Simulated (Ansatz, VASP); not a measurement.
## TiO2 in VASP and in Ansatz

```
Ti O
1.0
     1.49733    0.86448    7.33062
    -1.49733    0.86448    7.33062
     0.00000   -1.72897    7.33062
Ti O
1 2
Cartesian
  0.0000 0.0000 0.0000
  0.0000 0.0000 13.6452
  0.0000 0.0000 8.3466
```

Alike in both runs: task single point; functional r2SCAN; k mesh 8 × 8 × 8; occupations gaussian, width 0.05 eV; no spin polarisation.

|  | VASP | Ansatz |
| --- | --- | --- |
| version | VASP 6.6.1 | Ansatz 0.2.0 |
| potentials or method | VASP PAW PBE potentials, release 64 (Ti_sv, O), cutoff 520 eV | plane waves, PAW |
| valence electrons in the cell | 24 | 24 |

|  | VASP | Ansatz | Ansatz less VASP |
| --- | --- | --- | --- |
| pressure (GPa) | -6.3 | -7.0 | -0.70 |
| traceless stress, the component that is largest in VASP (GPa) | -1.34 | -0.99 | +0.358 |

VASP's potentials were made for PBE, not for r2SCAN.
